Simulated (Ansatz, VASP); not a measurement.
# MnO in VASP and in Ansatz

```xyz
2
Lattice="0.0000 2.1750 2.1750 2.1750 0.0000 2.1750 2.1750 2.1750 0.0000" Properties=species:S:1:pos:R:3 pbc="T T T"
Mn    0.0000    0.0000    0.0000
O     0.0000    0.0000    1.8750
```

Alike in both runs: task single point; functional PBE; k mesh 3 × 3 × 3; occupations fermi-dirac, width 0.15 eV; collinear spin.

```csv
,VASP,Ansatz
version,VASP 6.6.1,Ansatz 0.2 development build
potentials or method,"VASP PAW PBE potentials, release 64 (Mn_pv, O), cutoff 600 eV","all-electron full-potential LAPW, scalar-relativistic"
```

```tsv
	VASP	Ansatz	Ansatz less VASP
pressure (GPa)	17.6	17.2	-0.34
traceless stress, the component that is largest in VASP (GPa)	14.17	13.57	-0.597
rms of the force components (eV/Å)	1.368	1.322	-0.0465
net moment per atom (μB)	2.29	2.29	0.000
size of the moment on the site where the two differ most (μB)	4.13	3.77	-0.364
```

Site moments also hang on the region over which each program counts them. Atom by atom the forces differ by 0.046 eV/Å (rms over components). Ansatz ran all-electron here, and VASP with PAW potentials.

The k mesh is coarse, so the values compare programs but aren't converged.
